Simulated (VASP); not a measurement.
Set up this calculation in VASP 6.6.1, as the native input.

```yaml
Task: single point
Functional: PBEsol
Potentials_or_basis: VASP PAW PBE potentials, release 64 (Nb_sv, As)
Cutoff: 520 eV
k_mesh: 11 × 11 × 11
Occupations: fermi-dirac, width 0.05 eV
Spin: no spin polarisation
Dipole_correction: no
Further_INCAR_settings: ALGO = Normal; EDIFF = 1e-07; NBANDS = 26
```

The structure of NbAs lies in POSCAR:

```
NbAs
1.0
   -1.7074452725      1.7074452725      5.7247762181
    1.7074452725     -1.7074452725      5.7247762181
    1.7074452725      1.7074452725     -5.7247762181
Nb As
2 2
Direct
    0.4985236751     -0.0014763249      0.5000000000
    0.7485236751      0.7485236751      0.0000000000
    0.9174763249      0.4174763249      0.5000000000
    0.1674763249      0.1674763249      0.0000000000
```

The input as run:

INCAR

```
SYSTEM = NbAs
ALGO = Normal
EDIFF = 1E-7
ENCUT = 520
GGA = PS
ISIF = 2
ISMEAR = -1
LASPH = .TRUE.
LCHARG = .TRUE.
LELF = .TRUE.
LREAL = .FALSE.
LVHAR = .TRUE.
LWAVE = .FALSE.
NBANDS = 26
NELM = 60
PREC = Accurate
SIGMA = 0.05
```

KPOINTS

```
k-points
0
G
  11 11 11
  0 0 0
```

Potentials or basis: VASP PAW PBE potentials, release 64 (Nb_sv, As).

The run is started by

```sh
$ cat potpaw_PBE.64/Nb_sv/POTCAR potpaw_PBE.64/As/POTCAR > POTCAR
$ mpirun -np 1 vasp_std > vasp.out
```

It gave:

| Quantity | Value |
| --- | --- |
| Pressure | 5.2 GPa |
| Largest force | 0.003 eV/Å |
| Band gap on the k mesh | 0.05 eV, indirect (least direct gap 0.07 eV) |

Caveat: the PAW data sets were made with another functional, which shifts forces and pressure a little.

Run time: 3.7 min on 1 thread of Intel(R) Xeon(R) 6975P-C (Granite Rapids) (shared host), peak memory 0.45 GiB.
